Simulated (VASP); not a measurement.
Runs of VASP 6.6.1 on Ir. The structure is that of space group Fd-3m (No. 227), or close to it. The cells are those of the table. 

| cell | smearing | gap on the mesh (eV) | pressure (GPa) |
| --- | --- | --- | --- |
| a = 3.373 Å, angles 60.0°, 2 atoms | fermi-dirac 0.05 eV | none | 225.9 |
| a = 3.538 Å, angles 60.0°, 2 atoms | fermi-dirac 0.05 eV | none | (a) |
| a = 3.373 Å, angles 60.0°, 2 atoms | methfessel-paxton 0.01 eV | none | 225.9 |
| a = 3.190 Å, angles 60.0°, 2 atoms | fermi-dirac 0.05 eV | none | 431.5 |

Alike in all rows: task single point; level PBEsol; potentials or basis VASP PAW PBE potentials, release 64 (Ir); no spin polarisation; k mesh 13 × 13 × 13; cutoff (eV) 520.

Problem. Fill in the values left out.

Solution. (a) 111.7.

Caveats: the PAW data sets were made with another functional, which shifts forces and pressure a little; spin-orbit coupling is left out, which moves the levels of the heavy elements.

A k mesh can miss the band edges, and the runs leave out spin-orbit coupling on Ir.

A gap of «none» marks levels without a gap at the run's occupations.
